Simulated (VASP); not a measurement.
# Si (Fd-3m) in VASP: a series of runs, part 4 of 4

VASP 6.6.1.

## (6) Electric field gradients, r2SCAN (volume scaled by 1.02)

Contents of POSCAR:

```
Si
1.0
    0.0000000000      2.7398772164      2.7398772164
    2.7398772164      0.0000000000      2.7398772164
    2.7398772164      2.7398772164      0.0000000000
Si
2
Direct
    0.7500000000      0.7500000000      0.7500000000
    0.5000000000      0.5000000000      0.5000000000
```

Contents of INCAR.step1:

```
SYSTEM = Si
PREC     = Accurate       ! precision mode
ENCUT    = 520            ! plane-wave cutoff, eV
ISMEAR   = -1             ! smearing method
SIGMA    = 0.02           ! smearing width, eV
LREAL    = .FALSE.        ! projectors in reciprocal space
LASPH    = .TRUE.         ! aspherical terms in the spheres
NELM     = 60             ! most SCF steps
NBANDS   = 11             ! bands
GGA      = PE             ! functional
ALGO     = Normal         ! electronic algorithm
EDIFF    = 1E-4           ! SCF threshold, eV
LWAVE    = .TRUE.         ! write WAVECAR
LCHARG   = .FALSE.        ! write CHGCAR
```

Contents of INCAR.step2:

```
SYSTEM = Si
PREC     = Accurate       ! precision mode
ENCUT    = 520            ! plane-wave cutoff, eV
EDIFF    = 1E-8           ! SCF threshold, eV
ISMEAR   = -1             ! smearing method
SIGMA    = 0.02           ! smearing width, eV
LREAL    = .FALSE.        ! projectors in reciprocal space
LASPH    = .TRUE.         ! aspherical terms in the spheres
NELM     = 60             ! most SCF steps
ALGO     = Normal         ! electronic algorithm
ISIF     = 2              ! what is computed and relaxed
LWAVE    = .FALSE.        ! write WAVECAR
LCHARG   = .FALSE.        ! write CHGCAR
METAGGA  = R2SCAN         ! meta-GGA
LMIXTAU  = .TRUE.       
LEFG     = .TRUE.       
NBANDS   = 11             ! bands
ISTART   = 1
```

Contents of KPOINTS:

```
regular mesh
0
G
  10 10 10
  0 0 0
```

Potentials or basis: VASP PAW PBE potentials, release 64 (Si).

Command:

```bash
$ cat potpaw_PBE.64/Si/POTCAR > POTCAR
$ cp INCAR.step1 INCAR
$ mpirun -np 1 vasp_std > vasp.out
$ cp INCAR.step2 INCAR
$ mpirun -np 1 vasp_std > vasp.out
```

OUTCAR:

```text
SYSTEM = Si
   PREC = Accurate
   ENCUT = 520
   EDIFF = 1E-8
   ISMEAR = -1
   LREAL = .FALSE.
   LASPH = .TRUE.
   NELM = 60
   ISIF = 2
   METAGGA = R2SCAN
   ISTART = 1

 ion  position               nearest neighbor table
   1  0.750  0.750  0.750-   2 2.37   2 2.37   2 2.37   2 2.37
   2  0.500  0.500  0.500-   1 2.37   1 2.37   1 2.37   1 2.37

  LATTYP: Found a face centered cubic cell.
 ALAT       =     5.4797544328

  Lattice vectors:

 A1 = (   0.0000000000,   2.7398772164,   2.7398772164)
 A2 = (   2.7398772164,   0.0000000000,   2.7398772164)
 A3 = (   2.7398772164,   2.7398772164,   0.0000000000)

Analysis of symmetry for initial positions (statically):
=====================================================================
 Subroutine PRICEL returns:
 Original cell was already a primitive cell.

 Routine SETGRP: Setting up the symmetry group for a
 face centered cubic supercell.

 Subroutine GETGRP returns: Found 48 space group operations
 (whereof 24 operations were pure point group operations)
 out of a pool of 48 trial point group operations.

The static configuration has the point symmetry T_d .
 The point group associated with its full space group is O_h .

Analysis of symmetry for dynamics (positions and initial velocities):
=====================================================================
 Subroutine PRICEL returns:
 Original cell was already a primitive cell.

 Routine SETGRP: Setting up the symmetry group for a
 face centered cubic supercell.

 Subroutine GETGRP returns: Found 48 space group operations
 (whereof 24 operations were pure point group operations)
 out of a pool of 48 trial point group operations.

The dynamic configuration has the point symmetry T_d .
 The point group associated with its full space group is O_h .

 Subroutine INISYM returns: Found 48 space group operations
 (whereof 24 operations are pure point group operations),
 and found     1 'primitive' translations

----------------------------------------------------------------------------------------

                                     Primitive cell

  volume of cell :      41.1361

  direct lattice vectors                    reciprocal lattice vectors
     0.000000000  2.739877216  2.739877216    -0.182489929  0.182489929  0.182489929
     2.739877216  0.000000000  2.739877216     0.182489929 -0.182489929  0.182489929
     2.739877216  2.739877216  0.000000000     0.182489929  0.182489929 -0.182489929

  length of vectors
     3.874771519  3.874771519  3.874771519     0.316081830  0.316081830  0.316081830

  position of ions in fractional coordinates (direct lattice)
     0.750000000  0.750000000  0.750000000
     0.500000000  0.500000000  0.500000000

  ion indices of the primitive-cell ions
   primitive index   ion index
                 1           1
                 2           2

----------------------------------------------------------------------------------------

 KPOINTS: regular mesh

Automatic generation of k-mesh.
[... 77 lines left out ...]
   NELECT =       8.0000    total number of electrons
   NUPDOWN=      -1.0000    fix difference up-down
   EMIN   =  10.00;   EMAX   =-10.00  energy-range for DOS
   EFERMI =   0.00;   METHOD = LEGACY
   ISMEAR =    -1;   SIGMA  =   0.02  broadening in eV -4-tet -1-fermi 0-gaus
   EFERMI_NEDOS =   21; number of points for ismear=-14 and -15
   IALGO  =     38    algorithm
   IMIX   =      4    mixing-type and parameters
     AMIX     =   0.40;   BMIX     =  1.00
     AMIX_MAG =   1.60;   BMIX_MAG =  1.00
  volume/ion in A,a.u.               =      20.57       138.80
  Fermi-wavevector in a.u.,A,eV,Ry     =   0.948485  1.792376 12.240121  0.899623
  Thomas-Fermi vector in A             =   2.076678
   LORBIT       =      0    0 simple, 1 ext, 2 COOP (PROOUT), +10 PAW based schemes
   METAGGA = R2SCAN    functional components
   LHFCALC =     F    Hartree Fock is set to
   AEXX    =    0.0000 exact exchange contribution
   IVDW    =     0    specifies the selected vdW correction
   LEPSILON=     F    determine dielectric tensor
   LRPA    =     F    only Hartree local field effects (RPA)
 non-spin polarized calculation
  energy-cutoff  :      520.00
  volume of cell :       41.14
 maximum number of plane-waves:      1122
 NGX is ok and might be reduce to    30
   NGX = 15   NGY = 15   NGZ = 15

 number of electron       8.0000001 magnetization

 Free energy of the ion-electron system (eV)
  ---------------------------------------------------
  ext. energy  EPLUGINS =         0.00000000
  ---------------------------------------------------
  free energy    TOTEN  =       -17.54410007 eV

  energy without entropy =      -17.54410007  energy(sigma->0) =      -17.54410007

 E-fermi :   5.9010     XC(G=0):  -9.7481

 val. band max:        5.4663011998   @ k =   0.0000   0.0000   0.0000
 cond. band min:       6.2905092096   @ k =   0.4000   0.4000   0.0000
 fundamental gap:      0.8242080098
 Fermi energy:         5.9009955224

 k-point     1 :       0.0000    0.0000    0.0000
  band No.  band energies     occupation
      1      -6.8700      2.00000
      2       5.4663      2.00000
      3       5.4663      2.00000
      4       5.4663      2.00000
      5       8.2119      0.00000
      6       8.2119      0.00000
      7       8.2119      0.00000
      8       9.1244      0.00000
      9      13.5802      0.00000
     10      13.5802      0.00000
     11      14.0447      0.00000
[... 309 lines left out ...]
 k-point    24 :       0.4000    0.3000    0.0000
  band No.  band energies     occupation
      1      -4.6454      2.00000
      2      -0.1274      2.00000
      3       2.5510      2.00000
      4       2.9600      2.00000
      5       6.7561      0.00000
      6       8.0065      0.00000
      7      12.8008      0.00000
      8      12.9175      0.00000
      9      16.4512      0.00000
     10      16.7675      0.00000
     11      18.2494      0.00000

 [... further k-points ...]
[... 5 lines left out ...]
  --------------------------------------------------------------------------------------
  -------------------------------------------------------------------------------------
  Total       -0.5262939     -0.5262939     -0.5262939      0.0000000     -0.0000000     -0.0000000
  in kB      -20.4981967    -20.4981967    -20.4981967      0.0000000     -0.0000000     -0.0000000
  external PRESSURE =     -20.4981967 kB  Pullay stress =       0.0000000 kB

 VOLUME and BASIS-vectors are now :
 -----------------------------------------------------------------------------
  energy-cutoff  :      520.00
  volume of cell :       41.14
      direct lattice vectors                 reciprocal lattice vectors
     0.000000000  2.739877216  2.739877216    -0.182489929  0.182489929  0.182489929
     2.739877216  0.000000000  2.739877216     0.182489929 -0.182489929  0.182489929
     2.739877216  2.739877216  0.000000000     0.182489929  0.182489929 -0.182489929

 POSITION                                       TOTAL-FORCE (eV/Angst)
 -----------------------------------------------------------------------------------
      4.10982      4.10982      4.10982         0.000000      0.000000      0.000000
      2.73988      2.73988      2.73988        -0.000000     -0.000000     -0.000000
 -----------------------------------------------------------------------------------
    total drift:                                0.000000     -0.000000     -0.000000

  FREE ENERGIE OF THE ION-ELECTRON SYSTEM (eV)
  ---------------------------------------------------
  free  energy   TOTEN  =       -17.5441000722 eV

  energy  without entropy=      -17.5441000722  energy(sigma->0) =      -17.54410007

 Electric field gradients (V/A^2)
---------------------------------------------------------------------
 ion       V_xx      V_yy      V_zz      V_xy      V_xz      V_yz
---------------------------------------------------------------------
   1      -0.000    -0.000    -0.000     0.000     0.000     0.000
   2      -0.000    -0.000    -0.000     0.000     0.000     0.000
---------------------------------------------------------------------

 Electric field gradients after diagonalization (V/A^2)
 (convention: |V_zz| > |V_xx| > |V_yy|)
----------------------------------------------------------------------
 ion       V_xx      V_yy      V_zz     asymmetry (V_yy - V_xx)/ V_zz
----------------------------------------------------------------------
   1      -0.000    -0.000     0.000       0.000
   2      -0.000    -0.000     0.000       0.000
----------------------------------------------------------------------

           NMR quadrupolar parameters

 Cq : quadrupolar parameter    Cq=e*Q*V_zz/h
 eta: asymmetry parameters     (V_yy - V_xx)/ V_zz
 Q  : nuclear electric quadrupole moment in mb (millibarn)
----------------------------------------------------------------------
 ion       Cq(MHz)       eta       Q (mb)
----------------------------------------------------------------------
   1       0.000       0.000       1.000
   2       0.000       0.000       1.000
----------------------------------------------------------------------
```

It took 45 s on 1 thread of Intel Xeon 6975P-C (Granite Rapids), shared host; peak memory 0.16 GiB.

What came out:

- Free energy: -17.5441 eV
- Pressure: -2.0 GPa
- Band gap on the k mesh: 0.82 eV, indirect (least direct gap 2.75 eV)

Caveat: without QUAD_EFG the Cq values of the log hold for a quadrupole moment of 1 mb, not for the nuclei; the PAW data sets were made with another functional, which shifts forces and pressure a little. A k mesh can miss the band edges.

## (7) Summary

```tsv
cell	gap on the mesh (eV)	pressure (GPa)
a = 3.771 Å, angles 60.0°, 2 atoms	0.69	6.5
a = 3.823 Å, angles 60.0°, 2 atoms	0.76	1.8
a = 3.849 Å, angles 60.0°, 2 atoms	0.79	-0.2
a = 3.875 Å, angles 60.0°, 2 atoms	0.82	-2.0
```

Alike in all rows: task electric field gradients; level r2SCAN; potentials or basis VASP PAW PBE potentials, release 64 (Si); no spin polarisation; k mesh 10 × 10 × 10; cutoff (eV) 520; smearing fermi-dirac 0.02 eV.

Caveats: the PAW data sets were made with another functional, which shifts forces and pressure a little.

Absolute energies hang on the potentials; compare differences alone.
